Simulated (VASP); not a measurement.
Write the native input for VASP 6.6.1 that does the following.

```yaml
Task: single point
Functional: LDA
Potentials_or_basis: VASP PAW LDA potentials, release 64 (C)
Cutoff: 520 eV
k_mesh: 16 × 16 × 10
Occupations: fermi-dirac, width 0.1 eV
Spin: no spin polarisation
Dipole_correction: no
Further_INCAR_settings: ALGO = Normal; EDIFF = 1e-06; NBANDS = 11
```

The structure of C lies in POSCAR:

```
C
1.0
    2.1173318643     -1.2224443176     -0.0104941055
    2.1173318643      1.2224443176     -0.0104941055
   -1.3898739795      0.0000000000      3.3464820786
C
2
Direct
    0.8333835412      0.8333835412      0.0001509423
    0.1666164588      0.1666164588      0.9998490577
```

One way to write it, as run:

INCAR

```
SYSTEM = C
ALGO = Normal ; EDIFF = 1E-6
ENCUT = 520 ; GGA = CA
ISIF = 2 ; ISMEAR = -1
LASPH = .True. ; LCHARG = .False.
LREAL = .False. ; LWAVE = .False.
NBANDS = 11 ; NELM = 80
PREC = Accurate ; SIGMA = 0.1
```

KPOINTS

```
k-points
0
Gamma
  16 16 10
  0 0 0
```

Potentials or basis: VASP PAW LDA potentials, release 64 (C).

Command:

```bash
$ cat potpaw_LDA.64/C/POTCAR > POTCAR
$ mpirun -np 1 vasp_std > vasp.out
```

Results of the run:

```
Pressure : 0.8 GPa
```

Wall time 93 s on 1 thread of Intel(R) Xeon(R) Platinum 8259CL CPU @ 2.50GHz (Skylake/Cascade Lake) (shared host), peak memory 0.2 GiB.
